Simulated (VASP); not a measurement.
# AlN (Pm) in VASP: notebook

AlN is run at these levels: PBE; tasks: single point.

All numbers are computed with VASP 6.6.1; they aren't measurements. Logs are shortened: lines on timing, memory, paths and dates and some standing lists are left out, and cuts for length are marked.

## 1. The cell of the first run

The structure is monoclinic, space group Pm (No. 6). The conventional cell has a = 3.313 Å, b = 4.187 Å, c = 5.739 Å, α = 90.00°, β = 90.00°, γ = 90.00°. Al (site symmetry m) has 1 N at 1.35 Å within 1.8 Å. Al (site symmetry m) has 5 N at 1.91 to 2.09 Å within 2.5 Å. Within 2.5 Å of Al (site symmetry m) lie 5 N at 1.91 to 2.09 Å. Within 2.5 Å of Al (site symmetry m) lie 5 N at 1.91 to 2.09 Å and 2 Al at 2.49 Å. Within 2.5 Å of N (site symmetry m) lie 5 Al at 1.91 to 2.17 Å. N (site symmetry m) has 5 Al at 1.91 to 2.09 Å within 2.5 Å. N (site symmetry m) has 5 Al at 1.91 to 2.27 Å within 2.5 Å. N (site symmetry m) has 1 Al at 1.35 Å within 1.8 Å.

## 2. Single point, PBE (atom 1 (Al) moved by -0.504 Å along [1 0 0] and -0.252 Å along [1 2 0])

Input file INCAR:

```
SYSTEM = AlN
ALGO = Normal
EDIFF = 1E-7
ENCUT = 520
GGA = PE
ISIF = 2
ISMEAR = 0
LASPH = .True.
LCHARG = .False.
LREAL = .False.
LWAVE = .False.
NBANDS = 26
NELM = 100
PREC = Accurate
SIGMA = 0.05
```

Input file KPOINTS:

```
k-points
0
Gamma
  8 6 4
  0 0 0
```

Input file POSCAR:

```
AlN
1.0
   -1.6567491617      2.8695737234      0.0000000000
    0.0000000000      0.0000000000      4.1874629526
    4.9702474850      2.8695737234      0.0000000000
Al N
4 4
Direct
    0.5101891098      0.7500000000      0.0686596354
    0.0000000000      0.7500000000      0.6666666667
    0.0000000000      0.2500000000      0.3333333333
    0.5000000000      0.2500000000      0.8333333333
    0.5000000000      0.2500000000      0.1666666667
    0.0000000000      0.2500000000      0.6666666667
    0.0000000000      0.7500000000      0.3333333333
    0.5000000000      0.7500000000      0.8333333333
```

Potentials or basis: VASP PAW PBE potentials, release 64 (Al, N).

Launch:

```console
> cat potpaw_PBE.64/Al/POTCAR potpaw_PBE.64/N/POTCAR > POTCAR
> mpirun -np 1 vasp_std > vasp.out
```

OUTCAR:

```text
SYSTEM = AlN
   EDIFF = 1E-7
   ENCUT = 520
   GGA = PE
   ISIF = 2
   ISMEAR = 0
   LASPH = .True.
   LREAL = .False.
   NELM = 100
   PREC = Accurate

 ion  position               nearest neighbor table
   1  0.510  0.750  0.069-   8 1.35   5 2.17   5 2.17   7 2.22   7 2.27   4 2.49   4 2.49   2 2.82
                             2 2.86   3 3.05   3 3.05   3 3.09   3 3.09
   2  0.000  0.750  0.667-   8 1.91   8 1.91   7 1.91   6 2.09   6 2.09   1 2.82   4 2.84   4 2.84
                             4 2.84   4 2.84   3 2.84   3 2.84   1 2.86
   3  0.000  0.250  0.333-   5 1.91   5 1.91   6 1.91   7 2.09   7 2.09   2 2.84   2 2.84   1 3.05
                             1 3.05   1 3.09   1 3.09   4 3.31   4 3.31   4 3.31   4 3.31
   4  0.500  0.250  0.833-   6 1.91   6 1.91   5 1.91   8 2.09   8 2.09   1 2.49   1 2.49   2 2.84
                             2 2.84   2 2.84   2 2.84   3 3.31   3 3.31   3 3.31   3 3.31
   5  0.500  0.250  0.167-   3 1.91   3 1.91   4 1.91   1 2.17   1 2.17
   6  0.000  0.250  0.667-   4 1.91   4 1.91   3 1.91   2 2.09   2 2.09
   7  0.000  0.750  0.333-   2 1.91   3 2.09   3 2.09   1 2.22   1 2.27
   8  0.500  0.750  0.833-   1 1.35   2 1.91   2 1.91   4 2.09   4 2.09

  LATTYP: Found a simple orthorhombic cell.
 ALAT       =     3.3134983233
 B/A-ratio  =     1.2637588868
 C/A-ratio  =     1.7320508076

  Lattice vectors:

 A1 = (  -1.6567491617,   2.8695737234,   0.0000000000)
 A2 = (   0.0000000000,   0.0000000000,   4.1874629526)
 A3 = (   4.9702474850,   2.8695737234,   0.0000000000)

Analysis of symmetry for initial positions (statically):
=====================================================================
 Subroutine PRICEL returns:
 Original cell was already a primitive cell.

 Routine SETGRP: Setting up the symmetry group for a
 simple orthorhombic supercell.

 Subroutine GETGRP returns: Found  2 space group operations
 (whereof  1 operations were pure point group operations)
 out of a pool of  8 trial point group operations.

The static configuration has the point symmetry C_1 .
 The point group associated with its full space group is C_1h.

Analysis of symmetry for dynamics (positions and initial velocities):
=====================================================================
 Subroutine PRICEL returns:
 Original cell was already a primitive cell.

 Routine SETGRP: Setting up the symmetry group for a
 simple orthorhombic supercell.

 Subroutine GETGRP returns: Found  2 space group operations
 (whereof  1 operations were pure point group operations)
 out of a pool of  8 trial point group operations.

The dynamic configuration has the point symmetry C_1 .
 The point group associated with its full space group is C_1h.

 Subroutine INISYM returns: Found  2 space group operations
 (whereof  1 operations are pure point group operations),
 and found     1 'primitive' translations

----------------------------------------------------------------------------------------

                                     Primitive cell

  volume of cell :      79.6315

  direct lattice vectors                    reciprocal lattice vectors
    -1.656749162  2.869573723  0.000000000    -0.150897919  0.261362862  0.000000000
     0.000000000  0.000000000  4.187462953     0.000000000  0.000000000  0.238808083
     4.970247485  2.869573723  0.000000000     0.150897919  0.087120954  0.000000000

  length of vectors
     3.313498323  4.187462953  5.739147447     0.301795837  0.238808083  0.174241908

  position of ions in fractional coordinates (direct lattice)
     0.510189110  0.750000000  0.068659635
     0.000000000  0.750000000  0.666666667
     0.000000000  0.250000000  0.333333333
     0.500000000  0.250000000  0.833333333
     0.500000000  0.250000000  0.166666667
     0.000000000  0.250000000  0.666666667
     0.000000000  0.750000000  0.333333333
     0.500000000  0.750000000  0.833333333

  ion indices of the primitive-cell ions
   primitive index   ion index
                 1           1
                 2           2
                 3           3
                 4           4
                 5           5
                 6           6
                 7           7
                 8           8

----------------------------------------------------------------------------------------

 KPOINTS: k-points

Automatic generation of k-mesh.
 Grid dimensions read from file:
 generate k-points for:    8    6    4

 Generating k-lattice:

  Cartesian coordinates                     Fractional coordinates (reciprocal lattice)
    -0.018862240  0.032670358  0.000000000     0.125000000  0.000000000  0.000000000
     0.000000000  0.000000000  0.039801347     0.000000000  0.166666667  0.000000000
     0.037724480  0.021780238  0.000000000     0.000000000  0.000000000  0.250000000

  Length of vectors
     0.037724480  0.039801347  0.043560477

  Shift w.r.t. Gamma in fractional coordinates (k-lattice)
     0.000000000  0.000000000  0.000000000

 Subroutine IBZKPT returns following result:
 ===========================================

 Found     72 irreducible k-points:

 Following reciprocal coordinates:
            Coordinates               Weight
  0.000000  0.000000  0.000000      1.000000
  0.125000  0.000000 -0.000000      2.000000
  0.250000  0.000000 -0.000000      2.000000
  0.375000  0.000000 -0.000000      2.000000
  0.500000  0.000000 -0.000000      1.000000
  0.000000  0.166667  0.000000      2.000000
[... 16 lines left out ...]
  0.125000  0.000000 -0.250000      2.000000
  0.250000  0.000000  0.250000      2.000000
 [... further k-points ...]
   k-points           NKPTS =     72   k-points in BZ     NKDIM =     72   number of bands    NBANDS=     26
   number of dos      NEDOS =    301   number of ions     NIONS =      8
   total plane-waves  NPLWV =  43008
   dimension x,y,z NGX =    28 NGY =   32 NGZ =   48
   dimension x,y,z NGXF=    56 NGYF=   64 NGZF=   96
   ions per type =               4   4
   NGX,Y,Z   is equivalent  to a cutoff of  14.05, 12.70, 13.90 a.u.
   NGXF,Y,Z  is equivalent  to a cutoff of  28.10, 25.41, 27.81 a.u.
 SYSTEM =  AlN
   PREC   = accura    normal or accurate (medium, high low for compatibility)
   ISTART =      0    job   : 0-new  1-cont  2-samecut
   ICHARG =      2    charge: 1-file 2-atom 10-const
   ISPIN  =      1    spin polarized calculation?
   LNONCOLLINEAR =      F non collinear calculations
   LSORBIT =      F    spin-orbit coupling
   LASPH  =      T    aspherical Exc in radial PAW
   ENCUT  =  520.0 eV  38.22 Ry    6.18 a.u.   6.16  7.79 10.67*2*pi/ulx,y,z
   NELM   =    100;   NELMIN=  2; NELMDL= -5     # of ELM steps
   EDIFF  = 0.1E-06   stopping-criterion for ELM
   LREAL  =      F    real-space projection
   EDIFFG = 0.1E-05   stopping-criterion for IOM
   NSW    =      0    number of steps for IOM
   IBRION =     -1    ionic relax: 0-MD 1-quasi-New 2-CG
   NFREE  =      0    steps in history (QN), initial steepest desc. (CG)
   ISIF   =      2    stress and relaxation
   ISYM   =      2    0-nonsym 1-usesym 2-fastsym
   POTIM  = 0.5000    time-step for ionic-motion
   TEBEG  =    0.0;   TEEND  =   0.0 temperature during run
   PSTRESS=    0.0 pullay stress
   NELECT =      32.0000    total number of electrons
   NUPDOWN=      -1.0000    fix difference up-down
   EMIN   =  10.00;   EMAX   =-10.00  energy-range for DOS
   EFERMI =   0.00;   METHOD = LEGACY
   ISMEAR =     0;   SIGMA  =   0.05  broadening in eV -4-tet -1-fermi 0-gaus
   EFERMI_NEDOS =   21; number of points for ismear=-14 and -15
   IALGO  =     38    algorithm
   IMIX   =      4    mixing-type and parameters
     AMIX     =   0.40;   BMIX     =  1.00
     AMIX_MAG =   1.60;   BMIX_MAG =  1.00
  volume/ion in A,a.u.               =       9.95        67.17
  Fermi-wavevector in a.u.,A,eV,Ry     =   1.208082  2.282944 19.857191  1.459462
  Thomas-Fermi vector in A             =   2.343701
   LORBIT       =      0    0 simple, 1 ext, 2 COOP (PROOUT), +10 PAW based schemes
   GGA     = PE    functional components
   LHFCALC =     F    Hartree Fock is set to
   AEXX    =    0.0000 exact exchange contribution
   IVDW    =     0    specifies the selected vdW correction
   LEPSILON=     F    determine dielectric tensor
   LRPA    =     F    only Hartree local field effects (RPA)
 non-spin polarized calculation
 Gauss-broadening in eV      SIGMA  =   0.05
  energy-cutoff  :      520.00
  volume of cell :       79.63
 maximum number of plane-waves:      2174
 NGX is ok and might be reduce to    28
   NGX = 13   NGY = 15   NGZ = 21

 number of electron      31.9999993 magnetization

 Free energy of the ion-electron system (eV)
  ---------------------------------------------------
  ext. energy  EPLUGINS =         0.00000000
  ---------------------------------------------------
  free energy    TOTEN  =       -51.70479611 eV

  energy without entropy =      -51.70479611  energy(sigma->0) =      -51.70479611

 E-fermi :   8.6194     XC(G=0): -11.1402

 val. band max:        8.3982458317   @ k =   0.0000   0.0000   0.5000
 cond. band min:      10.0758097278   @ k =   0.0000   0.0000   0.0000
 fundamental gap:      1.6775638960
 Fermi energy:         8.6193523134

 k-point     1 :       0.0000    0.0000    0.0000
  band No.  band energies     occupation
      1      -9.7500      2.00000
      2      -6.8772      2.00000
      3      -6.5165      2.00000
      4      -4.3373      2.00000
      5       0.2269      2.00000
      6       1.4141      2.00000
[... 18 lines left out ...]
     25      16.9358      0.00000
     26      18.4115      0.00000

 k-point     2 :       0.1250    0.0000   -0.0000
  band No.  band energies     occupation
      1      -9.6382      2.00000
      2      -6.8526      2.00000
      3      -6.4586      2.00000
      4      -4.3353      2.00000
      5       0.3560      2.00000
      6       1.2252      2.00000
[... 18 lines left out ...]
     25      17.4643      0.00000
[... 608 lines left out ...]
     25      17.3889      0.00000
     26      17.8449      0.00000

 k-point    24 :       0.2500    0.0000    0.2500
  band No.  band energies     occupation
      1      -9.2866      2.00000
      2      -7.0197      2.00000
      3      -6.2065      2.00000
      4      -4.3153      2.00000
      5       0.7807      2.00000
      6       0.8405      2.00000
[... 18 lines left out ...]
     25      17.4976      0.00000
     26      17.9069      0.00000

 [... further k-points ...]
[... 5 lines left out ...]
  --------------------------------------------------------------------------------------
  -------------------------------------------------------------------------------------
  Total       26.2483167      9.2185805      0.7885764     16.5400471      0.0000000      0.0000000
  in kB      528.1130805    185.4767670     15.8660649    332.7838242      0.0000000      0.0000000
  external PRESSURE =     243.1519708 kB  Pullay stress =       0.0000000 kB

 VOLUME and BASIS-vectors are now :
 -----------------------------------------------------------------------------
  energy-cutoff  :      520.00
  volume of cell :       79.63
      direct lattice vectors                 reciprocal lattice vectors
    -1.656749162  2.869573723  0.000000000    -0.150897919  0.261362862  0.000000000
     0.000000000  0.000000000  4.187462953     0.000000000  0.000000000  0.238808083
     4.970247485  2.869573723  0.000000000     0.150897919  0.087120954  0.000000000

 POSITION                                       TOTAL-FORCE (eV/Angst)
 -----------------------------------------------------------------------------------
     -0.50400      1.66105      3.14060        31.052780     18.605240      0.000000
      3.31350      1.91305      3.14060        -2.762322     -1.556370      0.000000
      1.65675      0.95652      1.04687        -0.678841     -0.358778      0.000000
      3.31350      3.82610      1.04687        -0.481670     -0.344998      0.000000
      0.00000      1.91305      1.04687        -2.265719     -1.211461      0.000000
      3.31350      1.91305      1.04687         1.124434      0.653397      0.000000
      1.65675      0.95652      3.14060        -1.225624     -0.742545      0.000000
      3.31350      3.82610      3.14060       -24.763039    -15.044484      0.000000
 -----------------------------------------------------------------------------------
    total drift:                                0.000302      0.000163      0.000000

  FREE ENERGIE OF THE ION-ELECTRON SYSTEM (eV)
  ---------------------------------------------------
  free  energy   TOTEN  =       -51.7047961080 eV

  energy  without entropy=      -51.7047961080  energy(sigma->0) =      -51.70479611
```

Run time: 71 s. Hardware: 1 thread of Intel Xeon 6975P-C (Granite Rapids), shared host; peak memory 0.25 GiB.

What came out:

```yaml
Free_energy: -51.7048 eV
Pressure: 24.3 GPa
Largest_force: 36.200 eV/Å
Band_gap_on_the_k_mesh: 1.68 eV (least direct gap 1.73 eV)
```

Forces in eV/Å, atoms in the order of the input:
```
Al   31.053  18.605   0.000
Al   -2.762  -1.556   0.000
Al   -0.679  -0.359   0.000
Al   -0.482  -0.345   0.000
N    -2.266  -1.211   0.000
N     1.124   0.653   0.000
N    -1.226  -0.743   0.000
N   -24.763 -15.044   0.000
```

Stress tensor (GPa, compression positive):
```
52.81 33.28  0.00
33.28 18.55  0.00
 0.00  0.00  1.59
```

Caveat: the cell differs from its parent crystal (atom 1 (Al) moved by -0.504 Å along [1 0 0] and -0.252 Å along [1 2 0]); the stress differs along the axes, from 2 to 53 GPa; forces of over 1 eV/Å act on the atoms, so gaps and moduli don't describe the material at rest. A k mesh can miss the band edges.

## 3. Single point, PBE (atom 1 (Al) moved by -0.252 Å along [1 0 0] and -0.252 Å along [1 2 0])

Input file INCAR:

```
SYSTEM = AlN
  PREC = Accurate
  ENCUT = 520
  EDIFF = 1E-7
  ISMEAR = 0
  SIGMA = 0.05
  LREAL = .False.
  LASPH = .True.
  NELM = 100
  ALGO = Normal
  ISIF = 2
  LWAVE = .False.
  LCHARG = .False.
  GGA = PE
  NBANDS = 26
```

Input file KPOINTS:

```
Automatic mesh
0
Gamma
  8 6 4
  0 0 0
```

POSCAR, as its differences from that of step 2:

```diff
@@ -8,3 +8,3 @@
 Direct
-    0.5101891098      0.7500000000      0.0686596354
+    0.4721628343      0.7500000000      0.1066859109
     0.0000000000      0.7500000000      0.6666666667
```

Potentials or basis: VASP PAW PBE potentials, release 64 (Al, N).

Launch:

```console
> cat potpaw_PBE.64/Al/POTCAR potpaw_PBE.64/N/POTCAR > POTCAR
> mpirun -np 1 vasp_std > vasp.out
```

It took 78 s on 1 thread of Intel Xeon 6975P-C (Granite Rapids), shared host; peak memory 0.26 GiB.

It converged, with:

* Free energy: -56.7617 eV
* Pressure: 7.0 GPa
* Largest force: 13.142 eV/Å
* Band gap on the k mesh: 2.71 eV

Forces on the atoms (eV/Å):
```
Al  11.332  6.655  0.000
Al  -1.628 -1.000  0.000
Al  -0.276 -0.299  0.000
Al  -0.347 -0.076  0.000
N   -1.248 -0.971  0.000
N    0.683  0.376  0.000
N   -1.031 -0.742  0.000
N   -7.485 -3.944  0.000
```

Stress tensor (GPa, compression positive):
```
18.37 10.47  0.00
10.47  2.19  0.00
 0.00  0.00  0.42
```

Levels at points of the mesh, in eV from the valence-band top:
| k point | band 14 | band 15 | band 16 | band 17 | band 18 | band 19 |
| --- | --- | --- | --- | --- | --- | --- |
| (0.00, 0.00, 0.00) | -1.77 | -0.37 | 0.00 | 2.71 | 3.71 | 4.51 |
| (0.50, 0.00, 0.00) | -2.22 | -2.22 | -2.06 | 5.09 | 5.23 | 5.78 |
| (0.00, 0.50, 0.00) | -1.61 | -1.49 | -1.11 | 4.11 | 4.84 | 5.53 |
| (0.50, 0.50, 0.00) | -1.36 | -0.63 | -0.56 | 5.48 | 5.57 | 6.18 |
| (0.00, 0.00, 0.50) | -1.77 | -0.70 | -0.31 | 3.86 | 4.94 | 5.82 |
| (0.50, 0.00, 0.50) | -2.48 | -1.63 | -1.34 | 3.38 | 4.06 | 6.40 |
| (0.00, 0.50, 0.50) | -1.51 | -1.41 | -1.20 | 4.00 | 5.01 | 5.30 |
| (0.50, 0.50, 0.50) | -2.13 | -1.24 | -1.08 | 4.48 | 4.64 | 5.24 |

Caveat: the cell differs from its parent crystal (atom 1 (Al) moved by -0.252 Å along [1 0 0] and -0.252 Å along [1 2 0]); the stress differs along the axes, from 0 to 18 GPa; forces of over 1 eV/Å act on the atoms, so gaps and moduli don't describe the material at rest.
